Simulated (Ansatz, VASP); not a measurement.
# Two plane-wave programs on ZrB2

Contents of INCAR:

```
ALGO = Normal
EDIFF = 1E-6
ENCUT = 520
GGA = RP
ISIF = 2
ISMEAR = -1
LASPH = T
LCHARG = F
LREAL = F
LWAVE = F
NBANDS = 16
NELM = 100
PREC = Accurate
SIGMA = 0.05
```

Contents of KPOINTS:

```
k-points
0
Gamma
  10 10 8
```

File POSCAR:

```
ZrB2
1.0
    3.1700000000      0.0000000000      0.0000000000
   -1.5850000000      2.7453005300      0.0000000000
    0.0000000000      0.0000000000      3.5330000000
Zr B
1 2
Direct
    0.0000000000      0.0000000000      0.0000000000
    0.6666666667      0.3333333333      0.5000000000
    0.3333333333      0.6666666667      0.5000000000
```

Contents of input.yaml:

```yaml
crystal:
  lattice:
    - [3.17, 0.0, 0.0]
    - [-1.585, 2.74530053, 0.0]
    - [0.0, 0.0, 3.533]
  atoms:
    - { symbol: Zr, position: [0.0, 0.0, 0.0] }
    - { symbol: B, position: [0.6666666667, 0.3333333333, 0.5] }
    - { symbol: B, position: [0.3333333333, 0.6666666667, 0.5] }
hamiltonian:
  xc: rpbe
  pseudopotentials: { kind: paw }
kpoints:
  mp_grid: { grid: [10, 10, 8] }
  band_path:
    path:
      - [[0.0, 0.0, 0.0], [0.5, 0.0, 0.0], [0.3333333333, 0.3333333333, 0.0], [0.0, 0.0, 0.0], [0.0, 0.0, 0.5], [0.5, 0.0, 0.5], [0.3333333333, 0.3333333333, 0.5], [0.0, 0.0, 0.5]]
      - [[0.5, 0.0, 0.5], [0.5, 0.0, 0.0]]
      - [[0.3333333333, 0.3333333333, 0.0], [0.3333333333, 0.3333333333, 0.5]]
    npoints: 14
scf:
  occupations: { method: fermi_dirac, width: 0.05 }
  n_extra_bands: 7
output:
  forces: true
  stress: true
  eigenvalues: true
  fatbands: false
```

Alike in both runs: functional RPBE; k mesh 10 × 10 × 8; occupations fermi-dirac, width 0.05 eV; no spin polarisation.

|  | VASP | Ansatz |
| --- | --- | --- |
| version | VASP 6.6.1 | Ansatz 0.2.0 |
| potentials or method | VASP PAW PBE potentials, release 64 (Zr_sv, B) | Ansatz PAW |
| plane-wave cutoff (eV) | 520 | 420 |
| valence electrons in the cell | 18 | 18 |
| task | single point | band structure |

Ansatz gave:

| Quantity | Value |
| --- | --- |
| gap on the k mesh at the Fermi level (eV) | none |
| pressure (GPa) | 4.4 |
| traceless stress, the component that is largest in VASP (GPa) | 0.54 |

**Question.** What did VASP give for the same quantities?

**Answer.** gap on the k mesh at the Fermi level (eV): none; pressure (GPa): 4.4; traceless stress, the component that is largest in VASP (GPa): 0.58.

VASP's potentials were made for PBE, not for RPBE. A gap of «none» marks a metal or a gap that the smearing closes. The functional is the same, so the differences come from potentials, cutoffs and numerics.
